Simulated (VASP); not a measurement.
# GdO (F-43m) in VASP: a series of runs

The runs below take GdO through single point, with PBE, PBEsol+D3(BJ), RPBE.

Program: VASP 6.6.1. These are calculated values, not measurements. Logs are shortened: lines on timing, memory, paths and dates and some standing lists are left out, and cuts for length are marked.

**1. The cell of the first run**

It takes space group F-43m (No. 216, cubic). Conventional cell: a = 5.400 Å, b = 5.400 Å, c = 5.400 Å, α = 90.00°, β = 90.00°, γ = 90.00°. Gd (site symmetry -43m) has 4 O at 2.34 Å within 3.1 Å. O (site symmetry -43m) has 4 Gd at 2.34 Å within 3.1 Å.

**2. Single point, PBE, collinear spin, ferromagnetic start**

Input file INCAR:

```
SYSTEM = GdO
  PREC = Accurate
  ENCUT = 520
  EDIFF = 1E-7
  ISMEAR = -1
  SIGMA = 0.05
  LREAL = .FALSE.
  LASPH = .TRUE.
  NELM = 150
  ALGO = Normal
  ISIF = 2
  LWAVE = .FALSE.
  LCHARG = .FALSE.
  ISPIN = 2
  MAGMOM = 7 0
  LORBIT = 11
  LMAXMIX = 6
  GGA = PE
  NBANDS = 23
```

Input file KPOINTS:

```
regular mesh
0
G
  3 3 3
  0 0 0
```

Input file POSCAR:

```
GdO
1.0
    0.0000000000      2.7000000000      2.7000000000
    2.7000000000      0.0000000000      2.7000000000
    2.7000000000      2.7000000000      0.0000000000
Gd O
1 1
Direct
    0.0000000000      0.0000000000      0.0000000000
    0.2500000000      0.2500000000      0.2500000000
```

Potentials or basis: VASP PAW PBE potentials, release 64 (Gd, O).

The run is started by

```bash
> cat potpaw_PBE.64/Gd/POTCAR potpaw_PBE.64/O/POTCAR > POTCAR
> mpirun -np 1 vasp_std > vasp.out
```

OUTCAR:

```text
SYSTEM = GdO
   PREC = Accurate
   ENCUT = 520
   EDIFF = 1E-7
   ISMEAR = -1
   LREAL = .FALSE.
   LASPH = .TRUE.
   NELM = 150
   ISIF = 2
   ISPIN = 2
   LORBIT = 11
   GGA = PE

 ion  position               nearest neighbor table
   1  0.000  0.000  0.000-   2 2.34   2 2.34   2 2.34   2 2.34
   2  0.250  0.250  0.250-   1 2.34   1 2.34   1 2.34   1 2.34

  LATTYP: Found a face centered cubic cell.
 ALAT       =     5.4000000000

  Lattice vectors:

 A1 = (   0.0000000000,   2.7000000000,   2.7000000000)
 A2 = (   2.7000000000,   0.0000000000,   2.7000000000)
 A3 = (   2.7000000000,   2.7000000000,   0.0000000000)

Analysis of symmetry for initial positions (statically):
=====================================================================
 Subroutine PRICEL returns:
 Original cell was already a primitive cell.

 Routine SETGRP: Setting up the symmetry group for a
 face centered cubic supercell.

 Subroutine GETGRP returns: Found 24 space group operations
 (whereof 24 operations were pure point group operations)
 out of a pool of 48 trial point group operations.

The static configuration has the point symmetry T_d .

Analysis of symmetry for dynamics (positions and initial velocities):
=====================================================================
 Subroutine PRICEL returns:
 Original cell was already a primitive cell.

 Routine SETGRP: Setting up the symmetry group for a
 face centered cubic supercell.

 Subroutine GETGRP returns: Found 24 space group operations
 (whereof 24 operations were pure point group operations)
 out of a pool of 48 trial point group operations.

The dynamic configuration has the point symmetry T_d .

Analysis of structural, dynamic, and magnetic symmetry:
=====================================================================
 Subroutine PRICEL returns:
 Original cell was already a primitive cell.

 Routine SETGRP: Setting up the symmetry group for a
 face centered cubic supercell.

 Subroutine GETGRP returns: Found 24 space group operations
 (whereof 24 operations were pure point group operations)
 out of a pool of 48 trial point group operations.

The overall configuration has the point symmetry T_d .

 Subroutine INISYM returns: Found 24 space group operations
 (whereof 24 operations are pure point group operations),
 and found     1 'primitive' translations

----------------------------------------------------------------------------------------

                                     Primitive cell

  volume of cell :      39.3660

  direct lattice vectors                    reciprocal lattice vectors
     0.000000000  2.700000000  2.700000000    -0.185185185  0.185185185  0.185185185
     2.700000000  0.000000000  2.700000000     0.185185185 -0.185185185  0.185185185
     2.700000000  2.700000000  0.000000000     0.185185185  0.185185185 -0.185185185

  length of vectors
     3.818376618  3.818376618  3.818376618     0.320750150  0.320750150  0.320750150

  position of ions in fractional coordinates (direct lattice)
     0.000000000  0.000000000  0.000000000
     0.250000000  0.250000000  0.250000000

  ion indices of the primitive-cell ions
   primitive index   ion index
                 1           1
                 2           2

----------------------------------------------------------------------------------------

 KPOINTS: regular mesh

Automatic generation of k-mesh.
 Grid dimensions read from file:
 generate k-points for:    3    3    3

 Generating k-lattice:

  Cartesian coordinates                     Fractional coordinates (reciprocal lattice)
    -0.061728395  0.061728395  0.061728395     0.333333333  0.000000000  0.000000000
     0.061728395 -0.061728395  0.061728395     0.000000000  0.333333333  0.000000000
     0.061728395  0.061728395 -0.061728395     0.000000000  0.000000000  0.333333333

  Length of vectors
     0.106916717  0.106916717  0.106916717

  Shift w.r.t. Gamma in fractional coordinates (k-lattice)
     0.000000000  0.000000000  0.000000000

 Subroutine IBZKPT returns following result:
 ===========================================

 Found      4 irreducible k-points:

 Following reciprocal coordinates:
            Coordinates               Weight
  0.000000  0.000000  0.000000      1.000000
  0.333333  0.000000  0.000000      8.000000
  0.333333  0.333333  0.000000      6.000000
 -0.333333  0.333333  0.000000     12.000000
   k-points           NKPTS =      4   k-points in BZ     NKDIM =      4   number of bands    NBANDS=     23
   number of dos      NEDOS =    301   number of ions     NIONS =      2
   total plane-waves  NPLWV =  21952
   dimension x,y,z NGX =    28 NGY =   28 NGZ =   28
   dimension x,y,z NGXF=    56 NGYF=   56 NGZF=   56
   ions per type =               1   1
   NGX,Y,Z   is equivalent  to a cutoff of  12.19, 12.19, 12.19 a.u.
   NGXF,Y,Z  is equivalent  to a cutoff of  24.38, 24.38, 24.38 a.u.
 SYSTEM =  GdO
   PREC   = accura    normal or accurate (medium, high low for compatibility)
   ISTART =      0    job   : 0-new  1-cont  2-samecut
   ICHARG =      2    charge: 1-file 2-atom 10-const
   ISPIN  =      2    spin polarized calculation?
   LNONCOLLINEAR =      F non collinear calculations
   LSORBIT =      F    spin-orbit coupling
   LASPH  =      T    aspherical Exc in radial PAW
   ENCUT  =  520.0 eV  38.22 Ry    6.18 a.u.   7.10  7.10  7.10*2*pi/ulx,y,z
   NELM   =    150;   NELMIN=  2; NELMDL= -5     # of ELM steps
   EDIFF  = 0.1E-06   stopping-criterion for ELM
   LREAL  =      F    real-space projection
   EDIFFG = 0.1E-05   stopping-criterion for IOM
   NSW    =      0    number of steps for IOM
   IBRION =     -1    ionic relax: 0-MD 1-quasi-New 2-CG
   NFREE  =      0    steps in history (QN), initial steepest desc. (CG)
   ISIF   =      2    stress and relaxation
   ISYM   =      2    0-nonsym 1-usesym 2-fastsym
   POTIM  = 0.5000    time-step for ionic-motion
   TEBEG  =    0.0;   TEEND  =   0.0 temperature during run
   PSTRESS=    0.0 pullay stress
   NELECT =      24.0000    total number of electrons
   NUPDOWN=      -1.0000    fix difference up-down
   EMIN   =  10.00;   EMAX   =-10.00  energy-range for DOS
   EFERMI =   0.00;   METHOD = LEGACY
   ISMEAR =    -1;   SIGMA  =   0.05  broadening in eV -4-tet -1-fermi 0-gaus
   EFERMI_NEDOS =   21; number of points for ismear=-14 and -15
   IALGO  =     38    algorithm
   IMIX   =      4    mixing-type and parameters
     AMIX     =   0.40;   BMIX     =  1.00
     AMIX_MAG =   1.60;   BMIX_MAG =  1.00
  volume/ion in A,a.u.               =      19.68       132.83
  Fermi-wavevector in a.u.,A,eV,Ry     =   1.388156  2.623234 26.218100  1.926976
  Thomas-Fermi vector in A             =   2.512309
   LORBIT       =     11    0 simple, 1 ext, 2 COOP (PROOUT), +10 PAW based schemes
   GGA     = PE    functional components
   LHFCALC =     F    Hartree Fock is set to
   AEXX    =    0.0000 exact exchange contribution
   IVDW    =     0    specifies the selected vdW correction
   LEPSILON=     F    determine dielectric tensor
   LRPA    =     F    only Hartree local field effects (RPA)
 spin polarized calculation
  energy-cutoff  :      520.00
  volume of cell :       39.37
 maximum number of plane-waves:      1067
   NGX = 15   NGY = 15   NGZ = 15

 number of electron      23.9999989 magnetization       7.6049394

 Free energy of the ion-electron system (eV)
  ---------------------------------------------------
  ext. energy  EPLUGINS =         0.00000000
  ---------------------------------------------------
  free energy    TOTEN  =       -22.14850292 eV

  energy without entropy =      -22.12681913  energy(sigma->0) =      -22.13766102

 E-fermi :   4.0918     XC(G=0): -10.0759

 val. band max:        4.0879442985   @ k =   0.3333   0.0000   0.0000
 cond. band min:       4.1264784624   @ k =   0.3333   0.0000   0.0000
 fundamental gap:      0.0385341639
 Fermi energy:         4.0917868888

 spin component 1

 k-point     1 :       0.0000    0.0000    0.0000
  band No.  band energies     occupation
      1     -41.4129      1.00000
      2     -18.6821      1.00000
      3     -18.6821      1.00000
      4     -18.6821      1.00000
      5     -15.3897      1.00000
      6      -1.8507      1.00000
[... 15 lines left out ...]
     22      15.2330      0.00000
     23      15.6091      0.00000

 k-point     2 :       0.3333    0.0000    0.0000
  band No.  band energies     occupation
      1     -41.3843      1.00000
      2     -19.4065      1.00000
      3     -18.7407      1.00000
      4     -18.7407      1.00000
      5     -14.7647      1.00000
      6      -1.7892      1.00000
[... 15 lines left out ...]
     22      11.4067      0.00000
     23      17.1785      0.00000

 k-point     3 :       0.3333    0.3333    0.0000
  band No.  band energies     occupation
      1     -41.3749      1.00000
      2     -19.4831      1.00000
      3     -18.8323      1.00000
      4     -18.8323      1.00000
      5     -14.5679      1.00000
      6      -2.3548      1.00000
[... 15 lines left out ...]
     22      14.4141      0.00000
     23      14.4141      0.00000

 k-point     4 :      -0.3333    0.3333    0.0000
  band No.  band energies     occupation
      1     -41.3653      1.00000
      2     -19.5687      1.00000
      3     -19.0162      1.00000
      4     -18.8158      1.00000
      5     -14.3942      1.00000
      6      -1.8498      1.00000
[... 15 lines left out ...]
     22      12.5837      0.00000
     23      13.5747      0.00000
 Fermi energy:         4.0917868888

 spin component 2

 k-point     1 :       0.0000    0.0000    0.0000
  band No.  band energies     occupation
      1     -38.2235      1.00000
      2     -16.3373      1.00000
      3     -16.3373      1.00000
      4     -16.3373      1.00000
      5     -15.3854      1.00000
      6      -1.5105      1.00000
[... 15 lines left out ...]
     22      16.5226      0.00000
     23      16.5234      0.00000

 k-point     2 :       0.3333    0.0000    0.0000
  band No.  band energies     occupation
      1     -38.1852      1.00000
      2     -17.6303      1.00000
      3     -16.4121      1.00000
      4     -16.4121      1.00000
      5     -14.2580      1.00000
      6      -1.3472      1.00000
[... 15 lines left out ...]
     22      12.6962      0.00000
     23      18.4982      0.00000

 k-point     3 :       0.3333    0.3333    0.0000
  band No.  band energies     occupation
      1     -38.1726      1.00000
      2     -17.7791      1.00000
      3     -16.5297      1.00000
      4     -16.5297      1.00000
      5     -13.9641      1.00000
      6      -1.9912      1.00000
[... 15 lines left out ...]
     22      15.5862      0.00000
     23      15.5862      0.00000

 k-point     4 :      -0.3333    0.3333    0.0000
  band No.  band energies     occupation
      1     -38.1597      1.00000
      2     -17.9307      1.00000
      3     -16.7499      1.00000
      4     -16.5082      1.00000
      5     -13.7237      1.00000
      6      -1.4186      1.00000
[... 15 lines left out ...]
     22      13.8646      0.00000
     23      15.0236      0.00000

------------------------ aborting loop because EDIFF is reached ----------------------------------------

  FORCE on cell =-STRESS in cart. coord.  units (eV):
  Direction    XX          YY          ZZ          XY          YZ          ZX
  --------------------------------------------------------------------------------------
  -------------------------------------------------------------------------------------
  Total       -0.5134433     -0.5134433     -0.5134433      0.0000000      0.0000000     -0.0000000
  in kB      -20.8968976    -20.8968976    -20.8968976      0.0000000      0.0000000     -0.0000000
  external PRESSURE =     -20.8968976 kB  Pullay stress =       0.0000000 kB

 VOLUME and BASIS-vectors are now :
 -----------------------------------------------------------------------------
  energy-cutoff  :      520.00
  volume of cell :       39.37
      direct lattice vectors                 reciprocal lattice vectors
     0.000000000  2.700000000  2.700000000    -0.185185185  0.185185185  0.185185185
     2.700000000  0.000000000  2.700000000     0.185185185 -0.185185185  0.185185185
     2.700000000  2.700000000  0.000000000     0.185185185  0.185185185 -0.185185185

 POSITION                                       TOTAL-FORCE (eV/Angst)
 -----------------------------------------------------------------------------------
      0.00000      0.00000      0.00000        -0.000000     -0.000000     -0.000000
      1.35000      1.35000      1.35000         0.000000      0.000000      0.000000
 -----------------------------------------------------------------------------------
    total drift:                                0.000000      0.000000      0.000000

  FREE ENERGIE OF THE ION-ELECTRON SYSTEM (eV)
  ---------------------------------------------------
  free  energy   TOTEN  =       -22.1485029209 eV

  energy  without entropy=      -22.1268191283  energy(sigma->0) =      -22.13766102

 total charge

# of ion       s       p       d       f       tot
--------------------------------------------------
    1        2.029   5.627   0.504   7.064  15.224
    2        1.567   3.422   0.000   0.000   4.989
--------------------------------------------------
tot          3.596   9.049   0.504   7.064  20.213

 magnetization (x)

# of ion       s       p       d       f       tot
--------------------------------------------------
    1       -0.001  -0.058   0.212   6.751   6.904
    2       -0.000  -0.043   0.000   0.000  -0.043
--------------------------------------------------
tot         -0.001  -0.101   0.212   6.751   6.860
```

It took 17 s on 1 thread of Intel Xeon 6975P-C (Granite Rapids), shared host; peak memory 0.18 GiB.

Results:

```yaml
Free_energy: -22.1485 eV
Pressure: -2.1 GPa
Net_moment: 7.60 μB per cell
Site_moments: Gd +6.90; O -0.04 μB
Valence_electrons_inside_the_program's_atomic_spheres: Gd 15.22; O 4.99
```

Levels at points of the mesh, in eV from the Fermi level:
Spin up:
| k point | band 13 | band 14 | band 15 | band 16 | band 17 | band 18 | band 19 | band 20 |
| --- | --- | --- | --- | --- | --- | --- | --- | --- |
| (0.00, 0.00, 0.00) | -4.65 | -4.65 | -4.65 | -2.21 | 2.58 | 2.58 | 4.51 | 4.51 |
Spin down:
| k point | band 6 | band 7 | band 8 | band 9 | band 10 | band 11 |
| --- | --- | --- | --- | --- | --- | --- |
| (0.00, 0.00, 0.00) | -5.60 | -5.60 | -5.60 | -1.38 | 0.43 | 0.43 |

Caveat: the k points lie up to 0.67 Å⁻¹ apart; spin-orbit coupling is left out, which moves the levels of the heavy elements; a cell with one magnetic atom can't hold antiferromagnetic order, which such compounds often take; semilocal functionals describe open f shells poorly, which spoils levels, moments and volumes.

(Part 1 of 2 ends here.)
